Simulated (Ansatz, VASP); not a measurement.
# One calculation of TaN, two programs

File INCAR:

```
SYSTEM = TaN
PREC     = Accurate       ! precision mode
ENCUT    = 520            ! plane-wave cutoff, eV
EDIFF    = 1E-8           ! SCF threshold, eV
ISMEAR   = -1             ! smearing method
SIGMA    = 0.02           ! smearing width, eV
LREAL    = .FALSE.        ! projectors in reciprocal space
LASPH    = .TRUE.         ! aspherical terms in the spheres
NELM     = 120            ! most SCF steps
ALGO     = Normal         ! electronic algorithm
ISIF     = 2              ! what is computed and relaxed
LWAVE    = .FALSE.        ! write WAVECAR
LCHARG   = .FALSE.        ! write CHGCAR
GGA      = CA             ! functional
LEFG     = .TRUE.       
NBANDS   = 16             ! bands
GGA_COMPAT= .FALSE.
```

File KPOINTS:

```
Automatic mesh
0
G
  12 12 10
  0 0 0
```

Contents of POSCAR:

```
TaN
1.0
    2.9574563715      0.0000000000      0.0000000000
   -1.4787281858      2.5612323484      0.0000000000
    0.0000000000      0.0000000000      2.9020932717
Ta N
1 1
Direct
    0.3333333333      0.6666666667      0.5000000000
    0.0000000000      0.0000000000      0.0000000000
```

Input for Ansatz:

```yaml
crystal:
  lattice:
    - [2.9574563715, 0.0, 0.0]
    - [-1.4787281858, 2.5612323484, 0.0]
    - [0.0, 0.0, 2.9020932717]
  atoms:
    - { symbol: Ta, position: [0.3333333333, 0.6666666667, 0.5] }
    - { symbol: "N", position: [0.0, 0.0, 0.0] }
kpoints:
  mp_grid: { grid: [12, 12, 10] }
scf:
  occupations: { method: fermi_dirac, width: 0.02 }
hamiltonian:
  xc: lda
  pseudopotentials: { kind: paw }
output:
  forces: true
  stress: true
  eigenvalues: true
  efg: { contact_densities: true }
```

Change from the starting cell: volume scaled by 1.02, PAW files.

Alike in both runs: task electric field gradients; functional LDA; k mesh 12 × 12 × 10; occupations fermi-dirac, width 0.02 eV; no spin polarisation.

```csv
,VASP,Ansatz
version,VASP 6.6.1,Ansatz 0.2.0
potentials or method,"VASP PAW LDA potentials, release 64 (Ta_sv_GW, N)","PAW with Ansatz's default frozen-core files, scalar-relativistic"
plane-wave cutoff (eV),520,420
valence electrons in the cell,18,18
```

```tsv
	VASP	Ansatz	Ansatz less VASP
size of Vzz on the site where it differs most (V/Å²)	37.0	53.6	+16.61
```

LDA's correlation is that of Perdew and Zunger in VASP and of Perdew and Wang (1992) in Ansatz.

Spin-orbit coupling is off throughout.
